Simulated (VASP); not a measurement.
GaAs, 2 atoms in the cell. Symmetry: F-43m, No. 216, cubic system. Conventional cell: a = 5.672 Å, b = 5.672 Å, c = 5.672 Å, α = 90.00°, β = 90.00°, γ = 90.00°. Ga (site symmetry -43m) has 4 As at 2.46 Å within 3.2 Å. As (site symmetry -43m) has 4 Ga at 2.46 Å within 3.2 Å.  This cell differs from its parent crystal: volume scaled by 1.01.

- Program: VASP 6.6.1
- Task: single point
- Functional: LDA
- Potentials or basis: VASP PAW LDA potentials, release 64 (Ga_d, As)
- Cutoff: 520 eV
- k mesh: 11 × 11 × 11
- Occupations: fermi-dirac, width 0.05 eV
- Spin: no spin polarisation
- Dipole correction: no
- Further INCAR settings: ALGO = Normal; EDIFF = 1e-07; NBANDS = 16

Potentials or basis: VASP PAW LDA potentials, release 64 (Ga_d, As).

Command:

```sh
$ cat potpaw_LDA.64/Ga_d/POTCAR potpaw_LDA.64/As/POTCAR > POTCAR
$ mpirun -np 1 vasp_std > vasp.out
```

Hardware: 1 thread of AMD EPYC 7R13, on a shared host.

**Question.** How long does it take, and how much memory?

**Answer.** Wall time 57 s on 1 thread of AMD EPYC 7R13 (shared host), peak memory 0.15 GiB. Counts: scf iterations 13, k points 56.
